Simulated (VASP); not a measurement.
Set up this calculation in VASP 6.6.1, as the native input.

```
Task                    : single point
Functional              : PBEsol
Potentials or basis     : VASP PAW PBE potentials, release 64 (Cu, Au)
Cutoff                  : 520 eV
k mesh                  : 10 × 10 × 10
Occupations             : gaussian, width 0.1 eV
Spin                    : no spin polarisation
Dipole correction       : no
k mesh for the DOS      : 15 × 15 × 15
Occupations for the DOS : tetrahedron
Further INCAR settings  : ALGO = Normal; EDIFF = 1e-06
```

Crystal: CuAu3.

```xyz
4
Lattice="3.9743 0.0000 0.0000 0.0000 3.9743 0.0000 0.0000 0.0000 3.9743" Properties=species:S:1:pos:R:3 pbc="T T T"
Cu    0.0000    0.0000    0.0000
Au    0.0000    1.9871    1.9871
Au    1.9871    0.0000    1.9871
Au    1.9871    1.9871    0.0000
```

These files were run (other wordings do the same):

POSCAR

```
CuAu3
1.0
    3.9742517492      0.0000000000      0.0000000000
    0.0000000000      3.9742517492      0.0000000000
    0.0000000000      0.0000000000      3.9742517492
Cu Au
1 3
Direct
    0.0000000000      0.0000000000      0.0000000000
    0.0000000000      0.5000000000      0.5000000000
    0.5000000000      0.0000000000      0.5000000000
    0.5000000000      0.5000000000      0.0000000000
```

INCAR.step1

```
  PREC = Accurate
  ENCUT = 520
  EDIFF = 1E-6
  ISMEAR = 0
  SIGMA = 0.1
  LREAL = F
  LASPH = T
  NELM = 80
  ALGO = Normal
  ISIF = 2
  LWAVE = F
  LCHARG = T
  LMAXMIX = 4
  GGA = PS
  NBANDS = 30
```

KPOINTS.step1

```
Automatic mesh
0
Gamma
  10 10 10
```

INCAR.step2

```
  PREC = Accurate
  ENCUT = 520
  EDIFF = 1E-6
  ISMEAR = -5
  SIGMA = 0.1
  LREAL = F
  LASPH = T
  NELM = 80
  ALGO = Normal
  ISIF = 2
  LWAVE = F
  LCHARG = F
  LMAXMIX = 4
  GGA = PS
  LORBIT = 10
  NEDOS = 2001
  ICHARG = 11
```

KPOINTS.step2

```
Automatic mesh
0
Gamma
  15 15 15
```

Potentials or basis: VASP PAW PBE potentials, release 64 (Cu, Au).

Launch:

```sh
$ cat potpaw_PBE.64/Cu/POTCAR potpaw_PBE.64/Au/POTCAR > POTCAR
$ cp INCAR.step1 INCAR
$ cp KPOINTS.step1 KPOINTS
$ mpirun -np 1 vasp_std > vasp.out
$ cp INCAR.step2 INCAR
$ cp KPOINTS.step2 KPOINTS
$ mpirun -np 1 vasp_std > vasp.out
```

Results of the run:

- Valence electrons inside the program's atomic spheres: Cu 9.88; Au 9.70

Wall time 79 s on 1 thread of Intel(R) Xeon(R) 6975P-C (Granite Rapids) (shared host), peak memory 0.29 GiB.
